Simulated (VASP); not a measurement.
Runs of VASP 6.6.1 on Au. The structure is that of space group Im-3m (No. 229), or close to it. The cells are those of the table. This isn't the form of Au at room conditions, which is fcc.

| task | level | potentials or basis | cell | k mesh | cutoff (eV) | smearing | dipole correction | grid for exact exchange (PRECFOCK) | share of exact exchange | screening parameter | tolerance level | gap on the mesh (eV) | pressure (GPa) | relaxed volume (Å³/atom) |
| --- | --- | --- | --- | --- | --- | --- | --- | --- | --- | --- | --- | --- | --- | --- |
| relaxation of cell and atoms | B3LYP | VASP PAW PBE potentials, release 64 (Au) | relaxed from a = 2.870 Å, angles 109.5°, 1 atom | 6 × 6 × 6 | 600 | fermi-dirac 0.05 eV | no | Normal | 0.2 | - | - | none | -0.1 | 18.96 |
| single point | HSE06 | VASP PAW PBE potentials, release 64 (Au) | a = 2.851 Å, angles 109.5°, 1 atom | 6 × 6 × 6 | 520 | fermi-dirac 0.05 eV | no | Normal | 0.25 | 0.2079 1/Å | - | none | (a) | - |
| single point | PBEsol | VASP PAW PBE potentials, release 64 (Au) | a = 2.854, b = 2.809, c = 2.962 Å, angles 109.3, 110.5, 108.9°, 1 atom | 11 × 11 × 11 | 520 | fermi-dirac 0.05 eV | no | - | - | - | - | none | (b) | - |
| band structure | RPBE | VASP PAW PBE potentials, release 64 (Au) | a = 2.870 Å, angles 109.5°, 1 atom | 26 × 26 × 26 | 460 | fermi-dirac 0.02 eV | - | - | - | - | screening | - | 2.3 | - |
| relaxation of cell and atoms | HSE06 | VASP PAW PBE potentials, release 64 (Au) | relaxed from a = 2.870 Å, angles 109.5°, 1 atom | 6 × 6 × 6 | 600 | fermi-dirac 0.05 eV | no | Normal | 0.25 | 0.2079 1/Å | - | none | 0.0 | 17.69 |
| relaxation of cell and atoms | PBE0 | VASP PAW PBE potentials, release 64 (Au) | relaxed from a = 2.870 Å, angles 109.5°, 1 atom | 6 × 6 × 6 | 600 | fermi-dirac 0.05 eV | no | Normal | 0.25 | - | - | none | 0.0 | 17.65 |
| single point | PBE0 | VASP PAW PBE potentials, release 64 (Au) | a = 2.870 Å, angles 109.5°, 1 atom | 6 × 6 × 6 | 520 | fermi-dirac 0.05 eV | no | Normal | 0.25 | - | - | none | -4.3 | - |
| single point | LDA | VASP PAW LDA potentials, release 64 (Au) | a = 2.870 Å, angles 109.5°, 1 atom | 34 × 34 × 34 | 460 | tetrahedron 0.1 eV | - | - | - | - | tight | none | - | - |

Alike in all rows: no spin polarisation.

Task: Fill in the values left out.

Result: (a) -1.4; (b) -8.7.

Caveats: some runs use coarse meshes; spin-orbit coupling is left out, which moves the levels of the heavy elements; the PAW data sets were made with another functional, which shifts forces and pressure a little (at least some runs); the cell stands under tension (at least some runs); tetrahedron occupations give inexact forces and stress in metals (at least some runs).

A k mesh can miss the band edges, and the runs leave out spin-orbit coupling on Au.

A gap of «none» marks levels without a gap at the run's occupations.
